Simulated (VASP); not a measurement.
# B: single point with PBE

The system is B.

```xyz
6
Lattice="-2.4680 2.4680 2.4680 2.4680 -2.4680 2.4680 2.4680 2.4680 -2.4680" Properties=species:S:1:pos:R:3 pbc="T T T"
B     1.2340    0.0000    2.4680
B     0.0000    2.4680    1.2340
B     0.0000    1.2340    2.4680
B     1.2340    2.4680    0.0000
B     2.4680    0.0000    1.2340
B     2.4680    1.2340    0.0000
```

```json
{
  "Program": "VASP 6.6.1",
  "Task": "single point",
  "Functional": "PBE",
  "Potentials or basis": "VASP PAW PBE potentials, release 64 (B)",
  "Cutoff": "520 eV",
  "k mesh": "6 × 6 × 6",
  "Occupations": "gaussian, width 0.1 eV",
  "Spin": "no spin polarisation"
}
```

```json
{
  "Pressure": "0.3 GPa",
  "Band gap on the k mesh": "zero (band 9 reaches 3.16 eV, above the bottom of band 10 at 0.97 eV)"
}
```

Levels at points of the mesh, in eV from the Fermi level:
| k point | band 6 | band 7 | band 8 | band 9 | band 10 | band 11 | band 12 | band 13 |
| --- | --- | --- | --- | --- | --- | --- | --- | --- |
| (0.00, 0.00, 0.00) | -4.03 | -1.85 | -1.85 | -1.85 | -0.44 | -0.44 | -0.44 | 7.04 |
| (0.50, 0.00, 0.00) | -3.43 | -1.79 | -1.57 | -0.98 | 0.49 | 1.11 | 2.26 | 7.23 |
| (0.50, 0.50, 0.50) | -6.18 | 0.09 | 0.09 | 0.09 | 3.61 | 3.61 | 3.61 | 6.89 |

Wall time 10 s on 1 thread of Intel(R) Xeon(R) Platinum 8488C (Sapphire Rapids) (shared host), peak memory 0.16 GiB.
